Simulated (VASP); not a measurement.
A run of VASP 6.6.1:

The input INCAR:

```
PREC = Accurate
ENCUT = 520
EDIFF = 1E-6
ISMEAR = 0
SIGMA = 0.1
LREAL = False
LASPH = True
NELM = 80
ALGO = Fast
ISIF = 2
LWAVE = False
LCHARG = False
GGA = PE
NBANDS = 60
```

The input KPOINTS:

```
regular mesh
0
Gamma
  12 12 2
```

Contents of POSCAR:

```
AlRu7
1.0
    2.7420090201      0.0000000000      0.0000000000
   -1.3710045101      2.3746494688      0.0000000000
    0.0000000000      0.0000000000     16.9754858913
Al Ru
1 7
Direct
    0.0000000000      0.0000000000      0.0000000000
    0.3333333333      0.6666666667      0.6267253651
    0.0000000000      0.0000000000      0.5000000000
    0.3333333333      0.6666666667      0.3732746349
    0.3333333333      0.6666666667      0.8764731498
    0.0000000000      0.0000000000      0.7515030047
    0.3333333333      0.6666666667      0.1235268502
    0.0000000000      0.0000000000      0.2484969953
```

Potentials or basis: VASP PAW PBE potentials, release 64 (Al, Ru_pv).

Launch:

```bash
$ cat potpaw_PBE.64/Al/POTCAR potpaw_PBE.64/Ru_pv/POTCAR > POTCAR
$ mpirun -np 1 vasp_std > vasp.out
```

Hardware: 1 thread of Intel(R) Xeon(R) Platinum 8488C (Sapphire Rapids), with other jobs on the host.

Task: How long does it take, and how much memory?

Result: Wall time 9 min on 1 thread of Intel(R) Xeon(R) Platinum 8488C (Sapphire Rapids), with other jobs on the host, peak memory 0.33 GiB. Counts: scf iterations 22, k points 38.
